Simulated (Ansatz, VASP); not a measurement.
Ga3Sb2P: VASP beside Ansatz

```
P Sb Ga
1.0
     4.18662    0.00000    0.00000
    -2.09331    3.62572    0.00000
     0.00000    0.00000   10.24492
P Sb Ga
1 2 3
Direct
  0.00000 0.00000 0.99918
  0.33333 0.66667 0.32439
  0.66667 0.33333 0.67488
  0.33333 0.66667 0.06485
  0.66667 0.33333 0.41766
  0.00000 0.00000 0.76904
```

Alike in both runs: task single point; functional PBE; k mesh 12 × 12 × 4; occupations fermi-dirac, width 0.02 eV; no spin polarisation.

|  | VASP | Ansatz |
| --- | --- | --- |
| version | VASP 6.6.1 | Ansatz 0.2.0 |
| potentials or method | VASP PAW PBE potentials, release 64 (P, Sb, Ga_d) | plane waves, PAW |
| plane-wave cutoff (eV) | 520 | 420 |
| valence electrons in the cell | 54 | 74 |

|  | VASP | Ansatz | Ansatz less VASP |
| --- | --- | --- | --- |
| pressure (GPa) | 2.1 | 2.0 | -0.08 |
| traceless stress, the component that is largest in VASP (GPa) | 0.18 | 0.19 | +0.009 |
| rms of the force components (eV/Å) | 0.016 | 0.017 | +0.0011 |

Atom by atom the forces differ by 0.003 eV/Å (rms over components). VASP's potentials hold 54 valence electrons a cell and Ansatz's 74, so a difference there can come from the potentials and not from the codes.

Spin-orbit coupling is off throughout.
